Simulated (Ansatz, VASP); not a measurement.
# Two plane-wave programs on CaSe

```
Ca Se
1.0
     0.00000    2.97024    2.97024
     2.97024    0.00000    2.97024
     2.97024    2.97024    0.00000
Ca Se
1 1
Direct
  0.00000 0.00000 0.00000
  0.50000 0.50000 0.50000
```

Alike in both runs: task single point; functional PBE; k mesh 6 × 6 × 6; occupations gaussian, width 0.1 eV; no spin polarisation.

|  | VASP | Ansatz |
| --- | --- | --- |
| version | VASP 6.6.1 | Ansatz 0.2.0 |
| potentials or method | VASP PAW PBE potentials, release 64 (Ca_sv, Se), cutoff 520 eV | scalar-relativistic, plane waves, PAW |
| valence electrons in the cell | 16 | 26 |

|  | VASP | Ansatz | Ansatz less VASP |
| --- | --- | --- | --- |
| gap on the k mesh at the Fermi level (eV) | 2.05 | 2.06 | +0.009 |
| least direct gap on the mesh (eV) | 2.97 | 2.98 | +0.008 |
| pressure (GPa) | 0.6 | 0.4 | -0.17 |

VASP's potentials hold 16 valence electrons a cell and Ansatz's 26, so a difference there can come from the potentials and not from the codes.
